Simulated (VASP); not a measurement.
# Ru in VASP: single point with r2SCAN

Aim: the single point of Ru with r2SCAN.

Everything below comes from runs of VASP 6.6.1. Logs are shortened: lines on timing, memory, paths and dates and some standing lists are left out, and cuts for length are marked.

## (1) The cell of the first run

The cell holds a slab with vacuum, 4 atoms: a = 2.706 Å, b = 2.706 Å, c = 22.423 Å, α = 90.00°, β = 90.00°, γ = 120.00°.

## (2) Single point, r2SCAN

Contents of POSCAR:

```
Ru
1.0
    2.7058000014      0.0000000000      0.0000000000
   -1.3529000007      2.3432915388      0.0000000000
    0.0000000000      0.0000000000     22.4228500000
Ru
4
Direct
    0.3333333333      0.6666666667      0.3604116506
    0.6666666667      0.3333333333      0.4518304715
    0.3333333333      0.6666666667      0.5481695295
    0.6666666667      0.3333333333      0.6395883485
```

Contents of INCAR.step1:

```
PREC = Accurate
ENCUT = 520
ISMEAR = -1
SIGMA = 0.1
LREAL = F
LASPH = T
NELM = 60
LDIPOL = T
IDIPOL = 3
DIPOL = 0.5 0.5 0.500
NBANDS = 36
GGA = PE
ALGO = Normal
EDIFF = 1E-4
LWAVE = T
LCHARG = F
```

Contents of INCAR.step2:

```
PREC = Accurate
ENCUT = 520
EDIFF = 1E-7
ISMEAR = -1
SIGMA = 0.1
LREAL = F
LASPH = T
NELM = 60
ALGO = Normal
ISIF = 2
LWAVE = F
LCHARG = F
LDIPOL = T
IDIPOL = 3
DIPOL = 0.5 0.5 0.500
METAGGA = R2SCAN
LMIXTAU = T
NBANDS = 36
ISTART = 1
```

Contents of KPOINTS:

```
Automatic mesh
0
Gamma
  8 8 1
```

Potentials or basis: VASP PAW PBE potentials, release 64 (Ru_pv).

Run with:

```
$ cat potpaw_PBE.64/Ru_pv/POTCAR > POTCAR
$ cp INCAR.step1 INCAR
$ mpirun -np 1 vasp_std > vasp.out
$ cp INCAR.step2 INCAR
$ mpirun -np 1 vasp_std > vasp.out
```

OUTCAR:

```text
PREC = Accurate
   ENCUT = 520
   EDIFF = 1E-7
   ISMEAR = -1
   LREAL = F
   LASPH = T
   NELM = 60
   ISIF = 2
   METAGGA = R2SCAN
   ISTART = 1

 ion  position               nearest neighbor table
   1  0.333  0.667  0.360-   2 2.58   2 2.58   2 2.58
   2  0.667  0.333  0.452-   1 2.58   1 2.58   1 2.58   3 2.67   3 2.67   3 2.67
   3  0.333  0.667  0.548-   4 2.58   4 2.58   4 2.58   2 2.67   2 2.67   2 2.67
   4  0.667  0.333  0.640-   3 2.58   3 2.58   3 2.58

  LATTYP: Found a hexagonal cell.
 ALAT       =     2.7058000014
 C/A-ratio  =     8.2869576422

  Lattice vectors:

 A1 = (   2.7058000014,   0.0000000000,   0.0000000000)
 A2 = (  -1.3529000007,   2.3432915388,   0.0000000000)
 A3 = (   0.0000000000,   0.0000000000,  22.4228500000)

Analysis of symmetry for initial positions (statically):
=====================================================================
 Subroutine PRICEL returns:
 Original cell was already a primitive cell.

 Routine SETGRP: Setting up the symmetry group for a
 hexagonal supercell.

 Subroutine GETGRP returns: Found 12 space group operations
 (whereof 12 operations were pure point group operations)
 out of a pool of 24 trial point group operations.

The static configuration has the point symmetry D_3d.

Analysis of symmetry for dynamics (positions and initial velocities):
=====================================================================
 Subroutine PRICEL returns:
 Original cell was already a primitive cell.

 Routine SETGRP: Setting up the symmetry group for a
 hexagonal supercell.

 Subroutine GETGRP returns: Found 12 space group operations
 (whereof 12 operations were pure point group operations)
 out of a pool of 24 trial point group operations.

The dynamic configuration has the point symmetry D_3d.

 Subroutine INISYM returns: Found 12 space group operations
 (whereof 12 operations are pure point group operations),
 and found     1 'primitive' translations

----------------------------------------------------------------------------------------

                                     Primitive cell

  volume of cell :     142.1716

  direct lattice vectors                    reciprocal lattice vectors
     2.705800001  0.000000000  0.000000000     0.369576465  0.213375072  0.000000000
    -1.352900001  2.343291539  0.000000000     0.000000000  0.426750143  0.000000000
     0.000000000  0.000000000 22.422850000     0.000000000  0.000000000  0.044597364

  length of vectors
     2.705800001  2.705800001 22.422850000     0.426750143  0.426750143  0.044597364

  position of ions in fractional coordinates (direct lattice)
     0.333333333  0.666666667  0.360411651
     0.666666667  0.333333333  0.451830472
     0.333333333  0.666666667  0.548169530
     0.666666667  0.333333333  0.639588348

  ion indices of the primitive-cell ions
   primitive index   ion index
                 1           1
                 2           2
                 3           3
                 4           4

----------------------------------------------------------------------------------------

 KPOINTS: Automatic mesh

Automatic generation of k-mesh.
 Grid dimensions read from file:
 generate k-points for:    8    8    1

 Generating k-lattice:

  Cartesian coordinates                     Fractional coordinates (reciprocal lattice)
     0.046197058  0.026671884  0.000000000     0.125000000  0.000000000  0.000000000
     0.000000000  0.053343768  0.000000000     0.000000000  0.125000000  0.000000000
     0.000000000  0.000000000  0.044597364     0.000000000  0.000000000  1.000000000

  Length of vectors
     0.053343768  0.053343768  0.044597364

  Shift w.r.t. Gamma in fractional coordinates (k-lattice)
     0.000000000  0.000000000  0.000000000

 Subroutine IBZKPT returns following result:
 ===========================================

 Found     10 irreducible k-points:

 Following reciprocal coordinates:
            Coordinates               Weight
  0.000000  0.000000  0.000000      1.000000
  0.125000  0.000000  0.000000      6.000000
  0.250000  0.000000  0.000000      6.000000
  0.375000  0.000000  0.000000      6.000000
  0.500000  0.000000  0.000000      3.000000
  0.125000  0.125000  0.000000      6.000000
  0.250000  0.125000  0.000000     12.000000
  0.375000  0.125000  0.000000     12.000000
  0.250000  0.250000  0.000000      6.000000
  0.375000  0.250000  0.000000      6.000000
   k-points           NKPTS =     10   k-points in BZ     NKDIM =     10   number of bands    NBANDS=     36
   number of dos      NEDOS =    301   number of ions     NIONS =      4
   total plane-waves  NPLWV =  67200
   dimension x,y,z NGX =    20 NGY =   20 NGZ =  168
   dimension x,y,z NGXF=    40 NGYF=   40 NGZF=  336
   ions per type =               4
   NGX,Y,Z   is equivalent  to a cutoff of  12.29, 12.29, 12.46 a.u.
   NGXF,Y,Z  is equivalent  to a cutoff of  24.58, 24.58, 24.91 a.u.
 SYSTEM =  unknown system
   PREC   = accura    normal or accurate (medium, high low for compatibility)
   ISTART =      1    job   : 0-new  1-cont  2-samecut
   ICHARG =      0    charge: 1-file 2-atom 10-const
   ISPIN  =      1    spin polarized calculation?
   LNONCOLLINEAR =      F non collinear calculations
   LSORBIT =      F    spin-orbit coupling
   LASPH  =      T    aspherical Exc in radial PAW
   ENCUT  =  520.0 eV  38.22 Ry    6.18 a.u.   5.03  5.03 41.69*2*pi/ulx,y,z
   NELM   =     60;   NELMIN=  2; NELMDL=  0     # of ELM steps
   EDIFF  = 0.1E-06   stopping-criterion for ELM
   LREAL  =      F    real-space projection
   EDIFFG = 0.1E-05   stopping-criterion for IOM
   NSW    =      0    number of steps for IOM
   IBRION =     -1    ionic relax: 0-MD 1-quasi-New 2-CG
   NFREE  =      0    steps in history (QN), initial steepest desc. (CG)
   ISIF   =      2    stress and relaxation
   ISYM   =      2    0-nonsym 1-usesym 2-fastsym
   POTIM  = 0.5000    time-step for ionic-motion
   TEBEG  =    0.0;   TEEND  =   0.0 temperature during run
   PSTRESS=    0.0 pullay stress
   NELECT =      56.0000    total number of electrons
   NUPDOWN=      -1.0000    fix difference up-down
   EMIN   =  10.00;   EMAX   =-10.00  energy-range for DOS
   EFERMI =   0.00;   METHOD = LEGACY
   ISMEAR =    -1;   SIGMA  =   0.10  broadening in eV -4-tet -1-fermi 0-gaus
   EFERMI_NEDOS =   21; number of points for ismear=-14 and -15
   IALGO  =     38    algorithm
   IMIX   =      4    mixing-type and parameters
     AMIX     =   0.40;   BMIX     =  1.00
     AMIX_MAG =   1.60;   BMIX_MAG =  1.00
  volume/ion in A,a.u.               =      35.54       239.86
  Fermi-wavevector in a.u.,A,eV,Ry     =   1.200052  2.267769 19.594072  1.440124
  Thomas-Fermi vector in A             =   2.335898
   LORBIT       =      0    0 simple, 1 ext, 2 COOP (PROOUT), +10 PAW based schemes
   METAGGA = R2SCAN    functional components
   LHFCALC =     F    Hartree Fock is set to
   AEXX    =    0.0000 exact exchange contribution
   IVDW    =     0    specifies the selected vdW correction
   LEPSILON=     F    determine dielectric tensor
   LRPA    =     F    only Hartree local field effects (RPA)
 non-spin polarized calculation
  energy-cutoff  :      520.00
  volume of cell :      142.17
 maximum number of plane-waves:      3867
 NGX is ok and might be reduce to    20
   NGX =  9   NGY =  9   NGZ = 83

 number of electron      56.0000011 magnetization

 dipolmoment           0.000000      0.000000     -0.000000 electrons x Angstroem

 Free energy of the ion-electron system (eV)
  ---------------------------------------------------
  ext. energy  EPLUGINS =         0.00000000
  ---------------------------------------------------
  free energy    TOTEN  =       -99.54540949 eV

  energy without entropy =      -99.38491452  energy(sigma->0) =      -99.46516200

 E-fermi :   1.8866     XC(G=0):  -6.6680

 val. band max:        1.8638832971   @ k =   0.1250   0.0000   0.0000
 cond. band min:       1.9106611193   @ k =   0.3750   0.1250   0.0000
 fundamental gap:      0.0467778222
 Fermi energy:         1.8866477723

 k-point     1 :       0.0000    0.0000    0.0000
  band No.  band energies     occupation
      1     -43.2369      2.00000
      2     -42.8080      2.00000
      3     -42.3379      2.00000
      4     -42.3379      2.00000
      5     -42.2544      2.00000
      6     -42.2544      2.00000
[... 28 lines left out ...]
     35       3.1381      0.00001
     36       3.1642      0.00001

 k-point     2 :       0.1250    0.0000    0.0000
  band No.  band energies     occupation
      1     -43.1927      2.00000
      2     -42.8133      2.00000
      3     -42.4404      2.00000
      4     -42.4174      2.00000
      5     -42.3731      2.00000
      6     -42.2796      2.00000
[... 28 lines left out ...]
     35       3.2839      0.00000
     36       4.2296      0.00000

 k-point     3 :       0.2500    0.0000    0.0000
  band No.  band energies     occupation
      1     -43.0897      2.00000
      2     -42.9156      2.00000
      3     -42.7286      2.00000
      4     -42.5852      2.00000
      5     -42.4552      2.00000
      6     -42.3419      2.00000
[... 28 lines left out ...]
     35       3.5650      0.00000
     36       5.9221      0.00000
[... 196 lines left out ...]
 k-point     9 :       0.2500    0.2500    0.0000
  band No.  band energies     occupation
      1     -43.0706      2.00000
      2     -43.0688      2.00000
      3     -42.8854      2.00000
      4     -42.6958      2.00000
      5     -42.6823      2.00000
      6     -42.6390      2.00000
[... 28 lines left out ...]
     35       7.4711      0.00000
     36       9.2207      0.00000

 k-point    10 :       0.3750    0.2500    0.0000
  band No.  band energies     occupation
      1     -43.0927      2.00000
      2     -43.0576      2.00000
      3     -42.8909      2.00000
      4     -42.7702      2.00000
      5     -42.7121      2.00000
      6     -42.6884      2.00000
[... 28 lines left out ...]
     35       9.3366      0.00000
     36       9.6896      0.00000

------------------------ aborting loop because EDIFF is reached ----------------------------------------

 vacuum level on the upper side and lower side of the slab       (xc-potential included)        -0.015        -0.015

  FORCE on cell =-STRESS in cart. coord.  units (eV):
  Direction    XX          YY          ZZ          XY          YZ          ZX
  --------------------------------------------------------------------------------------
  -------------------------------------------------------------------------------------
  Total       -2.7544191     -2.7544191      0.5064991      0.0000000      0.0000000     -0.0000000
  in kB      -31.0404329    -31.0404329      5.7079013      0.0000000      0.0000000     -0.0000000
  external PRESSURE =     -18.7909881 kB  Pullay stress =       0.0000000 kB

 VOLUME and BASIS-vectors are now :
 -----------------------------------------------------------------------------
  energy-cutoff  :      520.00
  volume of cell :      142.17
      direct lattice vectors                 reciprocal lattice vectors
     2.705800001  0.000000000  0.000000000     0.369576465  0.213375072  0.000000000
    -1.352900001  2.343291539  0.000000000     0.000000000  0.426750143  0.000000000
     0.000000000  0.000000000 22.422850000     0.000000000  0.000000000  0.044597364

 POSITION                                       TOTAL-FORCE (eV/Angst)
 -----------------------------------------------------------------------------------
     -0.00000      1.56219      8.08146        -0.000000      0.000000     -0.097294
      1.35290      0.78110     10.13133        -0.000000      0.000000      0.028267
     -0.00000      1.56219     12.29152         0.000000     -0.000000     -0.028267
      1.35290      0.78110     14.34139         0.000000     -0.000000      0.097294
 -----------------------------------------------------------------------------------
    total drift:                                0.000000     -0.000000     -0.000006

  FREE ENERGIE OF THE ION-ELECTRON SYSTEM (eV)
  ---------------------------------------------------
  free  energy   TOTEN  =       -99.5454094902 eV

  energy  without entropy=      -99.3849145189  energy(sigma->0) =      -99.46516200

 vacuum level on the upper side and lower side of the slab         6.821         6.821
```

Wall time 7.5 min (1 thread of AMD EPYC 7R43 (Zen 3), shared host); peak memory 0.23 GiB.

What came out:

* Free energy: -99.5454 eV
* Largest force: 0.097 eV/Å
* Band gap on the k mesh: zero (band 28 reaches 3.32 eV, above the bottom of band 29 at 0.95 eV)

Forces in eV/Å, atoms in the order of the input:
```
Ru   0.000  0.000 -0.097
Ru   0.000  0.000  0.028
Ru   0.000  0.000 -0.028
Ru   0.000  0.000  0.097
```

Caveat: the PAW data sets were made with another functional, which shifts forces and pressure a little.
